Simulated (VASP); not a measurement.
# Sn2SeS3 (P-3m1) in VASP: relaxation of cell and atoms with PBE

Aim: the relaxation of cell and atoms of Sn2SeS3 with PBE.

Program: VASP 6.6.1. These are calculated values, not measurements. Logs are shortened: lines on timing, memory, paths and dates and some standing lists are left out, and cuts for length are marked.

### Step 1. The cell of the first run

It takes space group P-3m1 (No. 164, trigonal). Conventional cell: a = 4.167 Å, b = 4.167 Å, c = 8.937 Å, α = 90.00°, β = 90.00°, γ = 120.00°. Sn (site symmetry 3m) has 6 S at 2.72 to 3.59 Å and 3 Se at 3.01 Å within 3.6 Å. Within 4.0 Å of Se (site symmetry -3m) lie 6 Sn at 3.01 Å and 6 S at 3.90 Å. S (site symmetry 3m) has 3 Sn at 2.72 Å and 6 S at 2.78 to 3.69 Å within 3.7 Å. Within 3.7 Å of S (site symmetry -3m) lie 6 S at 2.78 Å and 6 Sn at 3.59 Å.

The cell was generated, and may not be a known phase.

### Step 2. Relaxation of cell and atoms, PBE

Contents of INCAR:

```
SYSTEM = Sn2SeS3
PREC = Accurate
ENCUT = 600
EDIFF = 1E-6
ISMEAR = 0
SIGMA = 0.1
LREAL = .False.
LASPH = .True.
NELM = 80
ALGO = Normal
ISIF = 3
LWAVE = .False.
LCHARG = .False.
GGA = PE
IBRION = 2
NSW = 100
EDIFFG = -0.01
```

Contents of KPOINTS:

```
regular mesh
0
Gamma
  12 12 4
  0 0 0
```

Contents of POSCAR:

```
Sn2SeS3
1.0
    4.1667593834      0.0000000000      0.0000000000
   -2.0833796917      3.6085194775      0.0000000000
    0.0000000000      0.0000000000      8.9374997500
Sn Se S
2 1 3
Direct
    0.6666666667      0.3333333333      0.7983305668
    0.3333333333      0.6666666667      0.2016694332
    0.0000000000      0.0000000000      0.0000000000
    0.6666666667      0.3333333333      0.3431678370
    0.3333333333      0.6666666667      0.6568321630
    0.0000000000      0.0000000000      0.5000000000
```

Potentials or basis: VASP PAW PBE potentials, release 64 (Sn_d, Se, S).

On the command line:

```sh
$ cat potpaw_PBE.64/Sn_d/POTCAR potpaw_PBE.64/Se/POTCAR potpaw_PBE.64/S/POTCAR > POTCAR
$ mpirun -np 1 vasp_std > vasp.out
```

OUTCAR:

```text
SYSTEM = Sn2SeS3
   PREC = Accurate
   ENCUT = 600
   EDIFF = 1E-6
   ISMEAR = 0
   LREAL = .False.
   LASPH = .True.
   NELM = 80
   ISIF = 3
   GGA = PE
   IBRION = 2
   NSW = 100
   EDIFFG = -0.01

 ion  position               nearest neighbor table
   1  0.667  0.333  0.798-   5 2.72   5 2.72   5 2.72   3 3.01   3 3.01   3 3.01
   2  0.333  0.667  0.202-   4 2.72   4 2.72   4 2.72   3 3.01   3 3.01   3 3.01
   3  0.000  0.000  0.000-   1 3.01   2 3.01   1 3.01   2 3.01   1 3.01   2 3.01
   4  0.667  0.333  0.343-   2 2.72   2 2.72   2 2.72   6 2.78   6 2.78   6 2.78
   5  0.333  0.667  0.657-   1 2.72   1 2.72   1 2.72   6 2.78   6 2.78   6 2.78
   6  0.000  0.000  0.500-   4 2.78   5 2.78   4 2.78   5 2.78   4 2.78   5 2.78

  LATTYP: Found a hexagonal cell.
 ALAT       =     4.1667593834
 C/A-ratio  =     2.1449522105

  Lattice vectors:

 A1 = (   4.1667593834,   0.0000000000,   0.0000000000)
 A2 = (  -2.0833796917,   3.6085194775,   0.0000000000)
 A3 = (   0.0000000000,   0.0000000000,   8.9374997500)

Analysis of symmetry for initial positions (statically):
=====================================================================
 Subroutine PRICEL returns:
 Original cell was already a primitive cell.

 Routine SETGRP: Setting up the symmetry group for a
 hexagonal supercell.

 Subroutine GETGRP returns: Found 12 space group operations
 (whereof 12 operations were pure point group operations)
 out of a pool of 24 trial point group operations.

The static configuration has the point symmetry D_3d.

Analysis of symmetry for dynamics (positions and initial velocities):
=====================================================================
 Subroutine PRICEL returns:
 Original cell was already a primitive cell.

 Routine SETGRP: Setting up the symmetry group for a
 hexagonal supercell.

 Subroutine GETGRP returns: Found 12 space group operations
 (whereof 12 operations were pure point group operations)
 out of a pool of 24 trial point group operations.

The dynamic configuration has the point symmetry D_3d.

 Subroutine INISYM returns: Found 12 space group operations
 (whereof 12 operations are pure point group operations),
 and found     1 'primitive' translations

----------------------------------------------------------------------------------------
[... 121 lines left out ...]
     AMIX_MAG =   1.60;   BMIX_MAG =  1.00
  volume/ion in A,a.u.               =      22.40       151.14
  Fermi-wavevector in a.u.,A,eV,Ry     =   1.192966  2.254379 19.363378  1.423168
  Thomas-Fermi vector in A             =   2.328992
   LORBIT       =      0    0 simple, 1 ext, 2 COOP (PROOUT), +10 PAW based schemes
   GGA     = PE    functional components
   LHFCALC =     F    Hartree Fock is set to
   AEXX    =    0.0000 exact exchange contribution
   IVDW    =     0    specifies the selected vdW correction
   LEPSILON=     F    determine dielectric tensor
   LRPA    =     F    only Hartree local field effects (RPA)
 conjugate gradient relaxation of ions
 non-spin polarized calculation
 Gauss-broadening in eV      SIGMA  =   0.10
  energy-cutoff  :      600.00
  volume of cell :      134.38
 maximum number of plane-waves:      4516
 NGX is ok and might be reduce to    36
   NGX = 17   NGY = 17   NGZ = 35

--------------------------------------- Ionic step        1  -------------------------------------------

 number of electron      51.9999988 magnetization

 Free energy of the ion-electron system (eV)
  ---------------------------------------------------
  ext. energy  EPLUGINS =         0.00000000
  ---------------------------------------------------
  free energy    TOTEN  =       -23.46091902 eV

  energy without entropy =      -23.44579068  energy(sigma->0) =      -23.45335485

------------------------ aborting loop because EDIFF is reached ----------------------------------------

  FORCE on cell =-STRESS in cart. coord.  units (eV):
  Direction    XX          YY          ZZ          XY          YZ          ZX
  --------------------------------------------------------------------------------------
  -------------------------------------------------------------------------------------
  Total       -0.2306249     -0.2306249      0.4353284      0.0000000      0.0000000      0.0000000
  in kB       -2.7496236     -2.7496236      5.1901997      0.0000000      0.0000000      0.0000000
  external PRESSURE =      -0.1030158 kB  Pullay stress =       0.0000000 kB
[... 101 lines left out ...]
  FREE ENERGIE OF THE ION-ELECTRON SYSTEM (eV)
  ---------------------------------------------------
  free  energy   TOTEN  =       -23.4681707659 eV

  energy  without entropy=      -23.4542199868  energy(sigma->0) =      -23.46119538

[... ionic steps 4 to 7 ...]

--------------------------------------- Ionic step        8  -------------------------------------------

 number of electron      52.0000001 magnetization

------------------------ aborting loop because EDIFF is reached ----------------------------------------
[... 75 lines left out ...]
--------------------------------------- Ionic step       10  -------------------------------------------

 number of electron      52.0000000 magnetization

 Free energy of the ion-electron system (eV)
  ---------------------------------------------------
  ext. energy  EPLUGINS =         0.00000000
  ---------------------------------------------------
  free energy    TOTEN  =       -23.46872184 eV

  energy without entropy =      -23.45478169  energy(sigma->0) =      -23.46175177

 E-fermi :   6.2592     XC(G=0): -10.0523

 val. band max:        6.2577980172   @ k =   0.2500   0.1667   0.2500
 cond. band min:       6.3152404780   @ k =   0.4167  -0.0000   0.0000
 fundamental gap:      0.0574424608
 Fermi energy:         6.2592413126

 k-point     1 :       0.0000    0.0000    0.0000
  band No.  band energies     occupation
      1     -15.3634      2.00000
      2     -15.3613      2.00000
      3     -15.3555      2.00000
      4     -15.3555      2.00000
      5     -15.3548      2.00000
      6     -15.3548      2.00000
[... 805 lines left out ...]
     30       8.7558      0.00000
     31       8.8171      0.00000

 [... further k-points ...]

------------------------ aborting loop because EDIFF is reached ----------------------------------------

  FORCE on cell =-STRESS in cart. coord.  units (eV):
  Direction    XX          YY          ZZ          XY          YZ          ZX
  --------------------------------------------------------------------------------------
  -------------------------------------------------------------------------------------
  Total        0.0128362      0.0128362      0.0156601      0.0000000      0.0000000      0.0000000
  in kB        0.1527371      0.1527371      0.1863383      0.0000000      0.0000000      0.0000000
  external PRESSURE =       0.1639375 kB  Pullay stress =       0.0000000 kB
[... 21 lines left out ...]
  FREE ENERGIE OF THE ION-ELECTRON SYSTEM (eV)
  ---------------------------------------------------
  free  energy   TOTEN  =       -23.4687218444 eV

  energy  without entropy=      -23.4547816919  energy(sigma->0) =      -23.46175177

 reached required accuracy - stopping structural energy minimisation
```

Run time: 43 min. Hardware: 1 thread of Intel Xeon 8259CL, shared host; peak memory 0.51 GiB.

What came out:

```
Free energy                           : -23.4687 eV
Relaxed volume                        : 22.44 Å³/atom
Relaxed cell                          : a = 4.134 Å, b = 4.134 Å, c = 9.100 Å, α = 90.00°, β = 90.00°, γ = 120.00°
Space group after relaxing (to 0.1 Å) : P-3m1 (No. 164)
Energy gained by relaxing             : 1.3 meV/atom
Ionic steps                           : 10
Pressure after relaxing               : 0.0 GPa
Largest force after relaxing          : 0.008 eV/Å
Band gap on the k mesh                : zero (bands 26 and 27 overlap by 1.27 eV)
```

Forces on the atoms (eV/Å):
```
Sn   0.000  0.000  0.008
Sn   0.000  0.000 -0.008
Se   0.000  0.000  0.000
S    0.000  0.000 -0.004
S    0.000  0.000  0.004
S    0.000  0.000  0.000
```

Step by step:
| step | energy change (eV) | largest force (eV/Å) | pressure (GPa) | volume (Å³) |
| --- | --- | --- | --- | --- |
| 1 | 0.0000 | 0.0910 | -0.01 | 134.38 |
| 2 | -0.0031 | 0.0627 | 0.03 | 134.35 |
| 3 | -0.0073 | 0.0247 | 0.13 | 134.25 |
| 4 | -0.0076 | 0.0256 | -0.10 | 134.83 |
| 5 | -0.0076 | 0.0259 | -0.05 | 134.73 |
| 6 | -0.0077 | 0.0135 | -0.03 | 134.70 |
| 7 | -0.0078 | 0.0108 | -0.01 | 134.69 |
| 8 | -0.0077 | 0.0237 | 0.02 | 134.66 |
| 9 | -0.0078 | 0.0138 | -0.01 | 134.68 |
| 10 | -0.0078 | 0.0081 | 0.02 | 134.65 |

Final structure:
```yaml
crystal:
  lattice:
    - [4.13357, 0.00000, 0.00000]
    - [-2.06678, 3.57978, 0.00000]
    - [0.00000, 0.00000, 9.09960]
  atoms:
    - { symbol: Sn, position: [0.66667, 0.33333, 0.79956] }
    - { symbol: Sn, position: [0.33333, 0.66667, 0.20044] }
    - { symbol: Se, position: [0.00000, 0.00000, 0.00000] }
    - { symbol: S, position: [0.66667, 0.33333, 0.34452] }
    - { symbol: S, position: [0.33333, 0.66667, 0.65548] }
    - { symbol: S, position: [0.00000, 0.00000, 0.50000] }
```

Levels at points of the mesh, in eV from the Fermi level:
| k point | band 24 | band 25 | band 26 | band 27 | band 28 | band 29 |
| --- | --- | --- | --- | --- | --- | --- |
| (0.00, 0.00, 0.00) | -1.59 | -1.26 | -0.92 | -0.92 | 0.84 | 1.04 |
| (0.50, 0.00, 0.00) | -2.03 | -1.79 | 0.12 | 0.64 | 1.92 | 1.99 |
| (0.00, 0.00, 0.50) | -1.85 | -1.07 | -1.07 | -0.27 | -0.20 | 1.86 |
| (0.50, 0.00, 0.50) | -1.84 | -0.51 | -0.41 | 0.37 | 0.50 | 2.92 |

Caveat: spin-orbit coupling is left out, which moves the levels of the heavy elements.

The gap in the log of VASP goes by the Fermi energy; the results here count the filled bands.